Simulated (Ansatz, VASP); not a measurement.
## TiO2 in VASP and in Ansatz

Contents of INCAR:

```
SYSTEM = TiO2
PREC = Accurate ; ENCUT = 520
EDIFF = 1E-7 ; ISMEAR = -1
SIGMA = 0.05 ; LREAL = .False.
LASPH = .True. ; NELM = 60
ALGO = Normal ; ISIF = 2
LWAVE = .False. ; LCHARG = .False.
NBANDS = 33
```

File KPOINTS:

```
regular mesh
0
Gamma
  7 7 10
  0 0 0
```

The input POSCAR:

```
TiO2
1.0
    4.5786353367      0.0000000000      0.0000000000
    0.0000000000      4.5786353367      0.0000000000
    0.0000000000      0.0000000000      2.9491036050
Ti O
2 4
Direct
    0.0000000000      0.0000000000      0.0000000000
    0.5000000000      0.5000000000      0.5000000000
    0.3060000000      0.3060000000      0.0000000000
    0.1940000000      0.8060000000      0.5000000000
    0.6940000000      0.6940000000      0.0000000000
    0.8060000000      0.1940000000      0.5000000000
```

Input for Ansatz:

```yaml
crystal:
  lattice:
    - [4.5786353367, 0.0, 0.0]
    - [0.0, 4.5786353367, 0.0]
    - [0.0, 0.0, 2.949103605]
  atoms:
    - { symbol: Ti, position: [0.0, 0.0, 0.0] }
    - { symbol: Ti, position: [0.5, 0.5, 0.5] }
    - { symbol: O, position: [0.306, 0.306, 0.0] }
    - { symbol: O, position: [0.194, 0.806, 0.5] }
    - { symbol: O, position: [0.694, 0.694, 0.0] }
    - { symbol: O, position: [0.806, 0.194, 0.5] }
kpoints:
  mp_grid: { grid: [7, 7, 10] }
  band_path:
    path:
      - [0.0, 0.0, 0.0]
      - [0.0, 0.5, 0.0]
      - [0.5, 0.5, 0.0]
      - [0.0, 0.0, 0.0]
      - [0.0, 0.0, 0.5]
      - [0.0, 0.5, 0.5]
      - [0.5, 0.5, 0.5]
      - [0.0, 0.0, 0.5]
      - [0.0, 0.5, 0.0]
    npoints: 5
scf:
  occupations: { method: fermi_dirac, width: 0.05 }
hamiltonian:
  xc: lda
  pseudopotentials: { kind: all_electron, lapw: { basis_error: 0.0005 } }
output:
  forces: true
  stress: true
  eigenvalues: true
```

Change from the starting cell: volume scaled by 0.99.

Alike in both runs: task single point; functional LDA; k mesh 7 × 7 × 10; occupations fermi-dirac, width 0.05 eV; no spin polarisation.

|  | VASP | Ansatz |
| --- | --- | --- |
| version | VASP 6.6.1 | Ansatz 0.2.0 |
| potentials or method | VASP PAW LDA potentials, release 64 (Ti_sv, O), cutoff 520 eV | all-electron LAPW, scalar-relativistic |

|  | VASP | Ansatz | Ansatz less VASP |
| --- | --- | --- | --- |
| gap on the k mesh at the Fermi level (eV) | 1.85 | 1.87 | +0.024 |
| pressure (GPa) | -4.4 | -5.3 | -0.99 |
| traceless stress, the component that is largest in VASP (GPa) | -1.40 | -1.69 | -0.290 |
| rms of the force components (eV/Å) | 0.089 | 0.072 | -0.0166 |

LDA's correlation is that of Perdew and Zunger in VASP and of Perdew and Wang (1992) in Ansatz. Atom by atom the forces differ by 0.017 eV/Å (rms over components). Ansatz ran all-electron here, and VASP with PAW potentials.
